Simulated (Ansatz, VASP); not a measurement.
# One calculation of Ag, two programs

File INCAR:

```
SYSTEM = Ag
PREC     = Accurate       ! precision mode
ENCUT    = 520            ! plane-wave cutoff, eV
EDIFF    = 1E-7           ! SCF threshold, eV
ISMEAR   = -1             ! smearing method
SIGMA    = 0.05           ! smearing width, eV
LREAL    = .FALSE.        ! projectors in reciprocal space
LASPH    = .TRUE.         ! aspherical terms in the spheres
NELM     = 150            ! most SCF steps
ALGO     = Normal         ! electronic algorithm
ISIF     = 2              ! what is computed and relaxed
LWAVE    = .FALSE.        ! write WAVECAR
LCHARG   = .FALSE.        ! write CHGCAR
LNONCOLLINEAR= .TRUE.         ! non-collinear magnetism
MAGMOM   = 0 0 0 0 0 0    ! initial moments
LORBIT   = 11             ! projections on sites
LSORBIT  = .TRUE.         ! spin-orbit coupling
GGA_COMPAT= .FALSE.      
LORBMOM  = .TRUE.       
LMAXMIX  = 4              ! l up to which the mixer works
GGA      = PE             ! functional
NBANDS   = 34             ! bands
```

File KPOINTS:

```
Automatic mesh
0
G
  14 14 8
  0 0 0
```

POSCAR

```
Ag
1.0
    2.9299980804      0.0000000000      0.0000000000
   -1.4649990402      2.5374527707      0.0000000000
    0.0000000000      0.0000000000      4.7900000000
Ag
2
Direct
    0.3333333333      0.6666666667      0.2500000000
    0.6666666667      0.3333333333      0.7500000000
```

Input for Ansatz:

```yaml
crystal:
  lattice:
    - [2.9299980804, 0.0, 0.0]
    - [-1.4649990402, 2.5374527707, 0.0]
    - [0.0, 0.0, 4.79]
  atoms:
    - { symbol: Ag, position: [0.3333333333, 0.6666666667, 0.25] }
    - { symbol: Ag, position: [0.6666666667, 0.3333333333, 0.75] }
kpoints:
  mp_grid: { grid: [14, 14, 8] }
  band_path:
    path:
      - [0.0, 0.0, 0.0]
      - [0.5, 0.0, 0.0]
      - [0.3333333333, 0.3333333333, 0.0]
      - [0.0, 0.0, 0.0]
      - [0.0, 0.0, 0.5]
      - [0.5, 0.0, 0.5]
      - [0.3333333333, 0.3333333333, 0.5]
      - [0.0, 0.0, 0.5]
      - [0.5, 0.0, 0.5]
    npoints: 5
scf:
  occupations: { method: fermi_dirac, width: 0.05 }
hamiltonian:
  xc: pbe
  pseudopotentials: { kind: all_electron, lapw: { basis_error: 0.00025 } }
output:
  forces: true
  stress: true
  eigenvalues: true
magnetization:
  noncollinear: true
  spin_orbit: true
```

Alike in both runs: task single point; functional PBE; k mesh 14 × 14 × 8; occupations fermi-dirac, width 0.05 eV; non-collinear spin, spin-orbit coupling.

|  | VASP | Ansatz |
| --- | --- | --- |
| version | VASP 6.6.1 | Ansatz 0.2.0 |
| potentials or method | VASP PAW PBE potentials, release 64 (Ag), cutoff 520 eV | all-electron LAPW |

Ansatz gave:

| Quantity | Value |
| --- | --- |
| pressure (GPa) | 0.3 |
| traceless stress, the component that is largest in VASP (GPa) | -0.27 |

What did VASP give for the same quantities?

Pressure (GPa): 0.2; traceless stress, the component that is largest in VASP (GPa): -0.28.

Ansatz ran all-electron here, and VASP with PAW potentials.
